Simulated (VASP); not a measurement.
# SiO2 (P4_2/mnm) in VASP: further runs

The runs below take SiO2 through single point, relaxation of cell and atoms, with PBE.

All numbers are computed with VASP 6.6.1; they aren't measurements. Logs are shortened: lines on timing, memory, paths and dates and some standing lists are left out, and cuts for length are marked.

### Step 1. The cell of the first run

The structure is tetragonal, space group P4_2/mnm (No. 136). The conventional cell has a = 4.236 Å, b = 4.236 Å, c = 2.690 Å, α = 90.00°, β = 90.00°, γ = 90.00°. Si (site symmetry mmm) has 6 O at 1.77 to 1.84 Å within 2.4 Å. O (site symmetry m2m) has 3 Si at 1.77 to 1.84 Å and 1 O at 2.31 Å within 2.4 Å.

### Step 2. Single point, PBE

File INCAR:

```
ALGO = Normal
EDIFF = 1E-6
ENCUT = 520
GGA = PE
ISIF = 2
ISMEAR = 1
LASPH = True
LCHARG = True
LELF = True
LREAL = False
LVHAR = True
LWAVE = False
NBANDS = 25
NELM = 60
PREC = Accurate
SIGMA = 0.02
```

File KPOINTS:

```
k-points
0
Gamma
  6 6 8
```

File POSCAR:

```
SiO2
1.0
    4.2362120771      0.0000000000      0.0000000000
    0.0000000000      4.2362120771      0.0000000000
    0.0000000000      0.0000000000      2.6904867038
Si O
2 4
Direct
    0.0000000000      0.0000000000      0.0000000000
    0.5000000000      0.5000000000      0.5000000000
    0.3069718608      0.3069718608      0.0000000000
    0.1930281392      0.8069718608      0.5000000000
    0.6930281392      0.6930281392      0.0000000000
    0.8069718608      0.1930281392      0.5000000000
```

Potentials or basis: VASP PAW PBE potentials, release 64 (Si, O).

Launch:

```bash
> cat potpaw_PBE.64/Si/POTCAR potpaw_PBE.64/O/POTCAR > POTCAR
> mpirun -np 1 vasp_std > vasp.out
```

OUTCAR:

```text
EDIFF = 1E-6
   ENCUT = 520
   GGA = PE
   ISIF = 2
   ISMEAR = 1
   LASPH = True
   LREAL = False
   NELM = 60
   PREC = Accurate

 ion  position               nearest neighbor table
   1  0.000  0.000  0.000-   4 1.77   6 1.77   4 1.77   6 1.77   5 1.84   3 1.84
   2  0.500  0.500  0.500-   3 1.77   5 1.77   3 1.77   5 1.77   4 1.84   6 1.84
   3  0.307  0.307  0.000-   2 1.77   2 1.77   1 1.84
   4  0.193  0.807  0.500-   1 1.77   1 1.77   2 1.84
   5  0.693  0.693  0.000-   2 1.77   2 1.77   1 1.84
   6  0.807  0.193  0.500-   1 1.77   1 1.77   2 1.84

  LATTYP: Found a simple tetragonal cell.
 ALAT       =     4.2362120771
 C/A-ratio  =     0.6351161497

  Lattice vectors:

 A1 = (   4.2362120771,   0.0000000000,   0.0000000000)
 A2 = (   0.0000000000,   4.2362120771,   0.0000000000)
 A3 = (   0.0000000000,   0.0000000000,   2.6904867038)

Analysis of symmetry for initial positions (statically):
=====================================================================
 Subroutine PRICEL returns:
 Original cell was already a primitive cell.

 Routine SETGRP: Setting up the symmetry group for a
 simple tetragonal supercell.

 Subroutine GETGRP returns: Found 16 space group operations
 (whereof  8 operations were pure point group operations)
 out of a pool of 16 trial point group operations.

The static configuration has the point symmetry D_2h.
 The point group associated with its full space group is D_4h.

Analysis of symmetry for dynamics (positions and initial velocities):
=====================================================================
 Subroutine PRICEL returns:
 Original cell was already a primitive cell.

 Routine SETGRP: Setting up the symmetry group for a
 simple tetragonal supercell.

 Subroutine GETGRP returns: Found 16 space group operations
 (whereof  8 operations were pure point group operations)
 out of a pool of 16 trial point group operations.

The dynamic configuration has the point symmetry D_2h.
 The point group associated with its full space group is D_4h.

 Subroutine INISYM returns: Found 16 space group operations
 (whereof  8 operations are pure point group operations),
 and found     1 'primitive' translations

[... 96 lines left out ...]
   ISPIN  =      1    spin polarized calculation?
   LNONCOLLINEAR =      F non collinear calculations
   LSORBIT =      F    spin-orbit coupling
   LASPH  =      T    aspherical Exc in radial PAW
   ENCUT  =  520.0 eV  38.22 Ry    6.18 a.u.   7.88  7.88  5.00*2*pi/ulx,y,z
   NELM   =     60;   NELMIN=  2; NELMDL= -5     # of ELM steps
   EDIFF  = 0.1E-05   stopping-criterion for ELM
   LREAL  =      F    real-space projection
   EDIFFG = 0.1E-04   stopping-criterion for IOM
   NSW    =      0    number of steps for IOM
   IBRION =     -1    ionic relax: 0-MD 1-quasi-New 2-CG
   NFREE  =      0    steps in history (QN), initial steepest desc. (CG)
   ISIF   =      2    stress and relaxation
   ISYM   =      2    0-nonsym 1-usesym 2-fastsym
   POTIM  = 0.5000    time-step for ionic-motion
   TEBEG  =    0.0;   TEEND  =   0.0 temperature during run
   PSTRESS=    0.0 pullay stress
   NELECT =      32.0000    total number of electrons
   NUPDOWN=      -1.0000    fix difference up-down
   EMIN   =  10.00;   EMAX   =-10.00  energy-range for DOS
   EFERMI =   0.00;   METHOD = LEGACY
   ISMEAR =     1;   SIGMA  =   0.02  broadening in eV -4-tet -1-fermi 0-gaus
   EFERMI_NEDOS =   21; number of points for ismear=-14 and -15
   IALGO  =     38    algorithm
   IMIX   =      4    mixing-type and parameters
     AMIX     =   0.40;   BMIX     =  1.00
     AMIX_MAG =   1.60;   BMIX_MAG =  1.00
  volume/ion in A,a.u.               =       8.05        54.30
  Fermi-wavevector in a.u.,A,eV,Ry     =   1.427346  2.697294 27.719394  2.037318
  Thomas-Fermi vector in A             =   2.547526
   LORBIT       =      0    0 simple, 1 ext, 2 COOP (PROOUT), +10 PAW based schemes
   GGA     = PE    functional components
   LHFCALC =     F    Hartree Fock is set to
   AEXX    =    0.0000 exact exchange contribution
   IVDW    =     0    specifies the selected vdW correction
   LEPSILON=     F    determine dielectric tensor
   LRPA    =     F    only Hartree local field effects (RPA)
 non-spin polarized calculation
 Methfessel and Paxton  Order N= 1 SIGMA  =   0.02
  energy-cutoff  :      520.00
  volume of cell :       48.28
 maximum number of plane-waves:      1336
 NGX is ok and might be reduce to    32
   NGX = 15   NGY = 15   NGZ = 11

 number of electron      31.9999992 magnetization

 Free energy of the ion-electron system (eV)
  ---------------------------------------------------
  ext. energy  EPLUGINS =         0.00000000
  ---------------------------------------------------
  free energy    TOTEN  =       -46.31686723 eV

  energy without entropy =      -46.31687125  energy(sigma->0) =      -46.31686857

 E-fermi :   7.7476     XC(G=0): -12.0796

 val. band max:        7.7307805590   @ k =   0.0000   0.0000   0.0000
 cond. band min:      12.7542543659   @ k =   0.0000   0.0000   0.0000
 fundamental gap:      5.0234738070
 Fermi energy:         7.7476182033

 k-point     1 :       0.0000    0.0000    0.0000
  band No.  band energies     occupation
      1     -14.4797      2.00000
      2     -11.0198      2.00000
      3     -11.0198      2.00000
      4     -10.8621      2.00000
      5      -2.8756      2.00000
      6       1.4979      2.00000
[... 661 lines left out ...]
     24      20.5003      0.00000
     25      21.2761      0.00000

 [... further k-points ...]
[... 5 lines left out ...]
  --------------------------------------------------------------------------------------
  -------------------------------------------------------------------------------------
  Total       -0.0306414     -0.0306414      0.1639180     -0.0000000      0.0000000      0.0000000
  in kB       -1.0167926     -1.0167926      5.4394009     -0.0000000      0.0000000      0.0000000
  external PRESSURE =       1.1352719 kB  Pullay stress =       0.0000000 kB

 VOLUME and BASIS-vectors are now :
 -----------------------------------------------------------------------------
  energy-cutoff  :      520.00
  volume of cell :       48.28
      direct lattice vectors                 reciprocal lattice vectors
     4.236212077  0.000000000  0.000000000     0.236059947  0.000000000  0.000000000
     0.000000000  4.236212077  0.000000000     0.000000000  0.236059947  0.000000000
     0.000000000  0.000000000  2.690486704     0.000000000  0.000000000  0.371679964

 POSITION                                       TOTAL-FORCE (eV/Angst)
 -----------------------------------------------------------------------------------
      0.00000      0.00000      0.00000         0.000000     -0.000000     -0.000000
      2.11811      2.11811      1.34524         0.000000     -0.000000     -0.000000
      1.30040      1.30040      0.00000        -0.011050     -0.011050     -0.000000
      0.81771      3.41850      1.34524         0.011050     -0.011050     -0.000000
      2.93581      2.93581      0.00000         0.011050      0.011050      0.000000
      3.41850      0.81771      1.34524        -0.011050      0.011050     -0.000000
 -----------------------------------------------------------------------------------
    total drift:                                0.000000      0.000000      0.000000

  FREE ENERGIE OF THE ION-ELECTRON SYSTEM (eV)
  ---------------------------------------------------
  free  energy   TOTEN  =       -46.3168672265 eV

  energy  without entropy=      -46.3168712529  energy(sigma->0) =      -46.31686857
```

OSZICAR:

```text
N       E                     dE             d eps       ncg     rms          rms(c)
DAV:   1     0.135118066278E+03    0.13512E+03   -0.17570E+04  2516   0.123E+03
DAV:   2    -0.438334010828E+02   -0.17895E+03   -0.17157E+03  3145   0.276E+02
DAV:   3    -0.508461037782E+02   -0.70127E+01   -0.69829E+01  3336   0.526E+01
DAV:   4    -0.508918246407E+02   -0.45721E-01   -0.45707E-01  2875   0.494E+00
DAV:   5    -0.508922082540E+02   -0.38361E-03   -0.38350E-03  3383   0.425E-01    0.170E+01
DAV:   6    -0.462472051757E+02    0.46450E+01   -0.13193E+01  3100   0.243E+01    0.769E+00
DAV:   7    -0.462968800531E+02   -0.49675E-01   -0.76356E-01  3114   0.496E+00    0.287E+00
DAV:   8    -0.463100564534E+02   -0.13176E-01   -0.26081E-02  3149   0.139E+00    0.108E+00
DAV:   9    -0.463166745037E+02   -0.66181E-02   -0.97024E-03  3144   0.828E-01    0.261E-01
DAV:  10    -0.463168925650E+02   -0.21806E-03   -0.57996E-04  3180   0.169E-01    0.471E-02
DAV:  11    -0.463168659147E+02    0.26650E-04   -0.10062E-04  3221   0.720E-02    0.960E-03
DAV:  12    -0.463168671141E+02   -0.11994E-05   -0.63916E-06  3124   0.176E-02    0.371E-03
DAV:  13    -0.463168672265E+02   -0.11241E-06   -0.65812E-07  2078   0.593E-03
   1 F= -.46316867E+02 E0= -.46316869E+02  d E =0.402632E-05
```

stdout:

```text
POSCAR found type information on POSCAR SiO
 POSCAR found :  2 types and       6 ions
 scaLAPACK will be used
 LDA part: xc-table for (Slater+PW92), standard interpolation
 POSCAR, INCAR and KPOINTS ok, starting setup
 FFT: planning ... GRIDC
 FFT: planning ... GRID_SOFT
 FFT: planning ... GRID
 WAVECAR not read
 entering main loop
```

Run time: 62 s. Hardware: 1 thread of Intel Xeon 8259CL, shared host; peak memory 0.18 GiB.

Results:

* Free energy: -46.3169 eV
* Pressure: 0.1 GPa
* Largest force: 0.016 eV/Å
* Band gap on the k mesh: 5.02 eV

Forces in eV/Å, atoms in the order of the input:
```
Si   0.000  0.000  0.000
Si   0.000  0.000  0.000
O   -0.011 -0.011  0.000
O    0.011 -0.011  0.000
O    0.011  0.011  0.000
O   -0.011  0.011  0.000
```

Stress tensor (GPa, compression positive):
```
-0.10  0.00  0.00
 0.00 -0.10  0.00
 0.00  0.00  0.54
```

[end of part 1 of 2]
